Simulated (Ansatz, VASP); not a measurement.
**One calculation of TiRh3, two programs**

The input INCAR:

```
SYSTEM = TiRh3
PREC = Accurate ; ENCUT = 520
EDIFF = 1E-8 ; ISMEAR = -1
SIGMA = 0.03 ; LREAL = .False.
LASPH = .True. ; NELM = 100
ALGO = Normal ; ISIF = 2
LWAVE = .False. ; LCHARG = .False.
LEFG = .True. ; NBANDS = 36
```

File KPOINTS:

```
regular mesh
0
Gamma
  10 10 10
  0 0 0
```

File POSCAR:

```
TiRh3
1.0
    3.8602200000      0.0000000000      0.0000000000
    0.0000000000      3.8602200000      0.0000000000
    0.0000000000      0.0000000000      3.8220000000
Ti Rh
1 3
Direct
    0.0000000000      0.0000000000      0.0000000000
    0.0000000000      0.5000000000      0.5000000000
    0.5000000000      0.0000000000      0.5000000000
    0.5000000000      0.5000000000      0.0000000000
```

Input for Ansatz:

```yaml
crystal:
  lattice:
    - [3.86022, 0.0, 0.0]
    - [0.0, 3.86022, 0.0]
    - [0.0, 0.0, 3.822]
  atoms:
    - { symbol: Ti, position: [0.0, 0.0, 0.0] }
    - { symbol: Rh, position: [0.0, 0.5, 0.5] }
    - { symbol: Rh, position: [0.5, 0.0, 0.5] }
    - { symbol: Rh, position: [0.5, 0.5, 0.0] }
kpoints:
  mp_grid: { grid: [10, 10, 10] }
scf:
  occupations: { method: fermi_dirac, width: 0.03 }
hamiltonian:
  xc: lda
  pseudopotentials: { kind: all_electron, datasets: crystal }
output:
  forces: true
  stress: true
  eigenvalues: true
  efg: { contact_densities: true }
```

Change from the starting cell: equal xx and yy strain of +1 %, crystal datasets.

Alike in both runs: task electric field gradients; functional LDA; k mesh 10 × 10 × 10; occupations fermi-dirac, width 0.03 eV; no spin polarisation.

|  | VASP | Ansatz |
| --- | --- | --- |
| version | VASP 6.6.1 | Ansatz 0.2.0 |
| potentials or method | VASP PAW LDA potentials, release 64 (Ti_sv, Rh_pv), cutoff 520 eV | all-electron PAW with datasets made for the crystal, scalar-relativistic |

```tsv
	VASP	Ansatz	Ansatz less VASP
pressure (GPa)	-14.0	-14.6	-0.63
traceless stress, the component that is largest in VASP (GPa)	1.17	1.17	+0.002
size of Vzz on the site where it differs most (V/Å²)	31.2	27.1	-4.06
```

LDA's correlation is that of Perdew and Zunger in VASP and of Perdew and Wang (1992) in Ansatz. Ansatz ran all-electron here, and VASP with PAW potentials.
